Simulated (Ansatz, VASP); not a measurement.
BaTiO3: VASP beside Ansatz

```
Ba Ti O
1.0
     4.03980    0.00000    0.00000
     0.00000    4.03980    0.00000
     0.00000    0.00000    4.01800
Ba Ti O
1 1 3
Direct
  0.00000 0.00000 0.00000
  0.50000 0.50000 0.48200
  0.50000 0.50000 0.01600
  0.50000 0.00000 0.51500
  0.00000 0.50000 0.51500
```

Change from the starting cell: equal xx and yy strain of +1 %, crystal datasets.

Alike in both runs: task electric field gradients; functional PBE; k mesh 7 × 7 × 7; occupations fermi-dirac, width 0.08 eV; no spin polarisation.

|  | VASP | Ansatz |
| --- | --- | --- |
| version | VASP 6.6.1 | Ansatz 0.2.0 |
| potentials or method | VASP PAW PBE potentials, release 64 (Ba_sv, Ti_sv, O), cutoff 520 eV | all-electron PAW with datasets made for the crystal, scalar-relativistic |

|  | VASP | Ansatz | Ansatz less VASP |
| --- | --- | --- | --- |
| pressure (GPa) | 1.1 | -0.6 | -1.65 |
| traceless stress, the component that is largest in VASP (GPa) | 2.19 | 2.08 | -0.110 |
| rms of the force components (eV/Å) | 0.112 | 0.121 | +0.0090 |
| size of Vzz on the site where it differs most (V/Å²) | 15.0 | 15.4 | +0.41 |

Atom by atom the forces differ by 0.020 eV/Å (rms over components). Ansatz ran all-electron here, and VASP with PAW potentials.

Spin-orbit coupling is off throughout.
